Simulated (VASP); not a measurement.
# BaTiO3 in VASP: further runs, part 2 of 2

VASP 6.6.1. The steps go on from the part before.

### 4 Single point, r2SCAN

This run uses another cell than the first one, of 12.98 Å³/atom, 1.028 times its volume.

POSCAR reads:

```
BaTiO3
1.0
    3.9723652526      0.0000000000      0.0000000000
    0.0000000000      3.9723652526      0.0000000000
    0.0000000000      0.0000000000      4.1122285626
Ba Ti O
1 1 3
Direct
    0.0000000000      0.0000000000     -0.0043576161
    0.5000000000      0.5000000000      0.4775258081
    0.5000000000      0.5000000000      0.0345450385
    0.5000000000      0.0000000000      0.5176433848
    0.0000000000      0.5000000000      0.5176433848
```

INCAR.step1 reads:

```
PREC = Accurate
ENCUT = 910
ISMEAR = 0
SIGMA = 0.01
LREAL = False
LASPH = True
NELM = 120
NBANDS = 28
GGA = PE
ALGO = Normal
EDIFF = 1E-5
LWAVE = True
LCHARG = False
GGA_COMPAT = False
```

INCAR.step2 reads:

```
PREC = Accurate
ENCUT = 910
EDIFF = 1E-6
ISMEAR = 0
SIGMA = 0.01
LREAL = False
LASPH = True
NELM = 120
ALGO = Normal
ISIF = 2
LWAVE = False
LCHARG = True
METAGGA = R2SCAN
LMIXTAU = True
LELF = True
LVHAR = True
NBANDS = 28
ISTART = 1
GGA_COMPAT = False
```

KPOINTS reads:

```
Automatic mesh
0
Gamma
  6 6 6
```

Potentials or basis: VASP PAW PBE potentials, release 64 (Ba_sv, Ti_sv, O_h).

On the command line:

```console
> cat potpaw_PBE.64/Ba_sv/POTCAR potpaw_PBE.64/Ti_sv/POTCAR potpaw_PBE.64/O_h/POTCAR > POTCAR
> cp INCAR.step1 INCAR
> mpirun -np 1 vasp_std > vasp.out
> cp INCAR.step2 INCAR
> mpirun -np 1 vasp_std > vasp.out
```

OUTCAR:

```text
PREC = Accurate
   ENCUT = 910
   EDIFF = 1E-6
   ISMEAR = 0
   LREAL = False
   LASPH = True
   NELM = 120
   ISIF = 2
   METAGGA = R2SCAN
   ISTART = 1

 ion  position               nearest neighbor table
   1  0.000  0.000  0.996-   4 2.79   5 2.79   5 2.79   4 2.79   3 2.81   3 2.81   3 2.81   3 2.81
                             4 2.92   5 2.92   5 2.92   4 2.92   2 3.44   2 3.44   2 3.44   2 3.44
   2  0.500  0.500  0.478-   3 1.82   4 1.99   5 1.99   4 1.99   5 1.99   1 3.44   1 3.44   1 3.44
                             1 3.44   1 3.53   1 3.53   1 3.53   1 3.53
   3  0.500  0.500  0.035-   2 1.82   1 2.81   1 2.81   1 2.81   1 2.81
   4  0.500  0.000  0.518-   2 1.99   2 1.99   1 2.79   1 2.79   1 2.92   1 2.92
   5  0.000  0.500  0.518-   2 1.99   2 1.99   1 2.79   1 2.79   1 2.92   1 2.92

  LATTYP: Found a simple tetragonal cell.
 ALAT       =     3.9723652526
 C/A-ratio  =     1.0352090760

  Lattice vectors:

 A1 = (   3.9723652526,   0.0000000000,   0.0000000000)
 A2 = (   0.0000000000,   3.9723652526,   0.0000000000)
 A3 = (   0.0000000000,   0.0000000000,   4.1122285626)

Analysis of symmetry for initial positions (statically):
=====================================================================
 Subroutine PRICEL returns:
 Original cell was already a primitive cell.

 Routine SETGRP: Setting up the symmetry group for a
 simple tetragonal supercell.

 Subroutine GETGRP returns: Found  8 space group operations
 (whereof  8 operations were pure point group operations)
 out of a pool of 16 trial point group operations.

The static configuration has the point symmetry C_4v.

Analysis of symmetry for dynamics (positions and initial velocities):
=====================================================================
 Subroutine PRICEL returns:
 Original cell was already a primitive cell.

 Routine SETGRP: Setting up the symmetry group for a
 simple tetragonal supercell.

 Subroutine GETGRP returns: Found  8 space group operations
 (whereof  8 operations were pure point group operations)
 out of a pool of 16 trial point group operations.

The dynamic configuration has the point symmetry C_4v.

 Subroutine INISYM returns: Found  8 space group operations
 (whereof  8 operations are pure point group operations),
 and found     1 'primitive' translations

----------------------------------------------------------------------------------------

                                     Primitive cell

  volume of cell :      64.8897

  direct lattice vectors                    reciprocal lattice vectors
     3.972365253  0.000000000  0.000000000     0.251739187  0.000000000  0.000000000
     0.000000000  3.972365253  0.000000000     0.000000000  0.251739187  0.000000000
     0.000000000  0.000000000  4.112228563     0.000000000  0.000000000  0.243177145

  length of vectors
     3.972365253  3.972365253  4.112228563     0.251739187  0.251739187  0.243177145

  position of ions in fractional coordinates (direct lattice)
     0.000000000  0.000000000  0.995642384
     0.500000000  0.500000000  0.477525808
     0.500000000  0.500000000  0.034545038
     0.500000000  0.000000000  0.517643385
     0.000000000  0.500000000  0.517643385

  ion indices of the primitive-cell ions
   primitive index   ion index
[... 25 lines left out ...]
     0.000000000  0.000000000  0.000000000

 Subroutine IBZKPT returns following result:
 ===========================================

 Found     40 irreducible k-points:

 Following reciprocal coordinates:
            Coordinates               Weight
  0.000000  0.000000  0.000000      1.000000
  0.166667  0.000000  0.000000      4.000000
  0.333333  0.000000  0.000000      4.000000
  0.500000  0.000000  0.000000      2.000000
  0.166667  0.166667  0.000000      4.000000
  0.333333  0.166667  0.000000      8.000000
[... 16 lines left out ...]
  0.333333  0.000000  0.333333      8.000000
  0.500000  0.000000  0.333333      4.000000
 [... further k-points ...]
   k-points           NKPTS =     40   k-points in BZ     NKDIM =     40   number of bands    NBANDS=     28
   number of dos      NEDOS =    301   number of ions     NIONS =      5
   total plane-waves  NPLWV =  64000
   dimension x,y,z NGX =    40 NGY =   40 NGZ =   40
   dimension x,y,z NGXF=    80 NGYF=   80 NGZF=   80
   ions per type =               1   1   3
   NGX,Y,Z   is equivalent  to a cutoff of  16.74, 16.74, 16.17 a.u.
   NGXF,Y,Z  is equivalent  to a cutoff of  33.48, 33.48, 32.34 a.u.
 SYSTEM =  unknown system
   PREC   = accura    normal or accurate (medium, high low for compatibility)
   ISTART =      1    job   : 0-new  1-cont  2-samecut
   ICHARG =      0    charge: 1-file 2-atom 10-const
   ISPIN  =      1    spin polarized calculation?
   LNONCOLLINEAR =      F non collinear calculations
   LSORBIT =      F    spin-orbit coupling
   LASPH  =      T    aspherical Exc in radial PAW
   ENCUT  =  910.0 eV  66.88 Ry    8.18 a.u.   9.77  9.77 10.11*2*pi/ulx,y,z
   NELM   =    120;   NELMIN=  2; NELMDL=  0     # of ELM steps
   EDIFF  = 0.1E-05   stopping-criterion for ELM
   LREAL  =      F    real-space projection
   EDIFFG = 0.1E-04   stopping-criterion for IOM
   NSW    =      0    number of steps for IOM
   IBRION =     -1    ionic relax: 0-MD 1-quasi-New 2-CG
   NFREE  =      0    steps in history (QN), initial steepest desc. (CG)
   ISIF   =      2    stress and relaxation
   ISYM   =      2    0-nonsym 1-usesym 2-fastsym
   POTIM  = 0.5000    time-step for ionic-motion
   TEBEG  =    0.0;   TEEND  =   0.0 temperature during run
   PSTRESS=    0.0 pullay stress
   NELECT =      40.0000    total number of electrons
   NUPDOWN=      -1.0000    fix difference up-down
   EMIN   =  10.00;   EMAX   =-10.00  energy-range for DOS
   EFERMI =   0.00;   METHOD = LEGACY
   ISMEAR =     0;   SIGMA  =   0.01  broadening in eV -4-tet -1-fermi 0-gaus
   EFERMI_NEDOS =   21; number of points for ismear=-14 and -15
   IALGO  =     38    algorithm
   IMIX   =      4    mixing-type and parameters
     AMIX     =   0.40;   BMIX     =  1.00
     AMIX_MAG =   1.60;   BMIX_MAG =  1.00
  volume/ion in A,a.u.               =      12.98        87.58
  Fermi-wavevector in a.u.,A,eV,Ry     =   1.393273  2.632905 26.411770  1.941210
  Thomas-Fermi vector in A             =   2.516935
   LORBIT       =      0    0 simple, 1 ext, 2 COOP (PROOUT), +10 PAW based schemes
   METAGGA = R2SCAN    functional components
   LHFCALC =     F    Hartree Fock is set to
   AEXX    =    0.0000 exact exchange contribution
   IVDW    =     0    specifies the selected vdW correction
   LEPSILON=     F    determine dielectric tensor
   LRPA    =     F    only Hartree local field effects (RPA)
 non-spin polarized calculation
 Gauss-broadening in eV      SIGMA  =   0.01
  energy-cutoff  :      910.00
  volume of cell :       64.89
 maximum number of plane-waves:      4080
 NGX is ok and might be reduce to    40
   NGX = 19   NGY = 19   NGZ = 21

 number of electron      40.0000009 magnetization

 Free energy of the ion-electron system (eV)
  ---------------------------------------------------
  ext. energy  EPLUGINS =         0.00000000
  ---------------------------------------------------
  free energy    TOTEN  =       -74.29602674 eV

  energy without entropy =      -74.29602674  energy(sigma->0) =      -74.29602674

 E-fermi :   4.0921     XC(G=0): -11.8364

 val. band max:        3.9474759897   @ k =   0.5000   0.5000   0.5000
 cond. band min:       6.1675375118   @ k =   0.0000   0.0000   0.0000
 fundamental gap:      2.2200615221
 Fermi energy:         4.0920901800

 k-point     1 :       0.0000    0.0000    0.0000
  band No.  band energies     occupation
      1     -54.8485      2.00000
      2     -30.1165      2.00000
      3     -30.0035      2.00000
      4     -30.0035      2.00000
      5     -21.7558      2.00000
      6     -14.0428      2.00000
[... 733 lines left out ...]
     27      12.5248      0.00000
     28      13.8746      0.00000

 [... further k-points ...]
[... 5 lines left out ...]
  --------------------------------------------------------------------------------------
  -------------------------------------------------------------------------------------
  Total        0.6755440      0.6755440      0.7027848      0.0000000     -0.0000000      0.0000000
  in kB       16.6797144     16.6797144     17.3523109      0.0000000     -0.0000000      0.0000000
  external PRESSURE =      16.9039133 kB  Pullay stress =       0.0000000 kB

 VOLUME and BASIS-vectors are now :
 -----------------------------------------------------------------------------
  energy-cutoff  :      910.00
  volume of cell :       64.89
      direct lattice vectors                 reciprocal lattice vectors
     3.972365253  0.000000000  0.000000000     0.251739187  0.000000000  0.000000000
     0.000000000  3.972365253  0.000000000     0.000000000  0.251739187  0.000000000
     0.000000000  0.000000000  4.112228563     0.000000000  0.000000000  0.243177145

 POSITION                                       TOTAL-FORCE (eV/Angst)
 -----------------------------------------------------------------------------------
      0.00000      0.00000      4.09431         0.000000      0.000000      0.030997
      1.98618      1.98618      1.96370         0.000000      0.000000      0.121560
      1.98618      1.98618      0.14206         0.000000      0.000000     -0.122708
      1.98618      0.00000      2.12867         0.000000      0.000000     -0.014925
      0.00000      1.98618      2.12867        -0.000000     -0.000000     -0.014925
 -----------------------------------------------------------------------------------
    total drift:                                0.000000      0.000000      0.006241

  FREE ENERGIE OF THE ION-ELECTRON SYSTEM (eV)
  ---------------------------------------------------
  free  energy   TOTEN  =       -74.2960267391 eV

  energy  without entropy=      -74.2960267391  energy(sigma->0) =      -74.29602674
```

It took 3.9 min on 1 thread of Intel Xeon 6975P-C (Granite Rapids), shared host; peak memory 0.38 GiB.

What came out:

```yaml
Free_energy: -74.2960 eV
Pressure: 1.7 GPa
Largest_force: 0.123 eV/Å
Band_gap_on_the_k_mesh: 2.22 eV, indirect (least direct gap 2.72 eV)
```

Forces on the atoms (eV/Å):
```
Ba   0.000  0.000  0.031
Ti   0.000  0.000  0.122
O    0.000  0.000 -0.123
O    0.000  0.000 -0.015
O    0.000  0.000 -0.015
```

Caveat: the cutoff is under 1.25 times the usual one of these potentials, so pressure, stress and relaxed cells hold a basis-set (Pulay) error; the PAW data sets were made with another functional, which shifts forces and pressure a little; spin-orbit coupling is left out, which moves the levels of the heavy elements. r2SCAN opens gaps a little over a GGA but as a rule still falls short of measured ones.

### 5 Single point, PBE

This run uses another cell than the first one, of 12.98 Å³/atom, 1.028 times its volume.

INCAR reads:

```
SYSTEM = BaTiO3
PREC = Accurate ; ENCUT = 910
EDIFF = 1E-6 ; ISMEAR = -1
SIGMA = 0.02 ; LREAL = .FALSE.
LASPH = .TRUE. ; NELM = 120
ALGO = Normal ; ISIF = 2
LWAVE = .FALSE. ; LCHARG = .FALSE.
GGA = PE ; NBANDS = 28
GGA_COMPAT = .FALSE.
```

KPOINTS reads:

```
Automatic mesh
0
G
  6 6 6
  0 0 0
```

POSCAR is that of step 4.

On the command line:

```console
> cat potpaw_PBE.64/Ba_sv/POTCAR potpaw_PBE.64/Ti_sv/POTCAR potpaw_PBE.64/O_h/POTCAR > POTCAR
> mpirun -np 1 vasp_std > vasp.out
```

Run time: 3.5 min. Hardware: 1 thread of AMD EPYC 7R43 (Zen 3), shared host; peak memory 0.31 GiB.

It converged, with:

```
Free energy            : -40.0353 eV
Pressure               : 4.6 GPa
Largest force          : 0.166 eV/Å
Band gap on the k mesh : 1.81 eV, indirect (least direct gap 2.30 eV)
```

Forces in eV/Å, atoms in the order of the input:
```
Ba   0.000  0.000  0.020
Ti   0.000  0.000  0.093
O    0.000  0.000 -0.166
O    0.000  0.000  0.027
O    0.000  0.000  0.027
```

Stress tensor (GPa, compression positive):
```
4.53 0.00 0.00
0.00 4.53 0.00
0.00 0.00 4.62
```

Levels at points of the mesh, in eV from the valence-band top:
```tsv
k point	band 17	band 18	band 19	band 20	band 21	band 22	band 23	band 24
(0.00, 0.00, 0.00)	-1.28	-0.70	-0.49	-0.49	1.81	2.32	2.32	4.09
(0.50, 0.00, 0.00)	-1.95	-1.72	-1.37	-1.17	2.42	3.52	3.61	4.16
(0.50, 0.50, 0.00)	-1.94	-1.11	-1.11	-0.07	3.64	3.64	3.99	4.41
(0.00, 0.00, 0.50)	-2.04	-2.02	-0.73	-0.73	1.95	3.53	3.53	4.09
(0.50, 0.00, 0.50)	-1.80	-1.08	-1.02	-0.41	3.55	3.56	3.86	4.91
(0.50, 0.50, 0.50)	-2.57	-0.33	-0.33	0.00	4.12	4.12	4.19	6.23
```

Caveat: the cutoff is under 1.25 times the usual one of these potentials, so pressure, stress and relaxed cells hold a basis-set (Pulay) error; spin-orbit coupling is left out, which moves the levels of the heavy elements. A k mesh can miss the band edges.

### 6 Overview

| level | potentials or basis | cell | cutoff (eV) | smearing | second run | gap on the mesh (eV) | pressure (GPa) | largest force (eV/Å) |
| --- | --- | --- | --- | --- | --- | --- | --- | --- |
| r2SCAN | VASP PAW PBE potentials, release 64 (Ba_sv, Ti_sv, O) | a = 3.972, b = 3.864, c = 4.112 Å, 5 atoms | 520 | gaussian 0.01 eV | - | 2.27 | 7.3 | 0.15 |
| r2SCAN | VASP PAW PBE potentials, release 64 (Ba_sv, Ti_sv, O) | a = 3.926, b = 3.972, c = 4.112 Å, 5 atoms | 520 | gaussian 0.01 eV | - | 2.23 | 4.1 | 0.16 |
| r2SCAN | VASP PAW PBE potentials, release 64 (Ba_sv, Ti_sv, O_h) | a = 3.972, b = 3.972, c = 4.112 Å, 5 atoms | 910 | gaussian 0.01 eV | hard_potentials | 2.22 | 1.7 | 0.12 |
| PBE | VASP PAW PBE potentials, release 64 (Ba_sv, Ti_sv, O_h) | a = 3.972, b = 3.972, c = 4.112 Å, 5 atoms | 910 | fermi-dirac 0.02 eV | hard_potentials | 1.81 | 4.6 | 0.17 |

Alike in all rows: task single point; no spin polarisation; k mesh 6 × 6 × 6.

Caveats: spin-orbit coupling is left out, which moves the levels of the heavy elements; the PAW data sets were made with another functional, which shifts forces and pressure a little (some runs); the cutoff is under 1.25 times the usual one of these potentials, so pressure, stress and relaxed cells hold a basis-set (Pulay) error (some runs).

Total energies depend on the potentials used, so only differences within one code and one set of settings carry meaning.
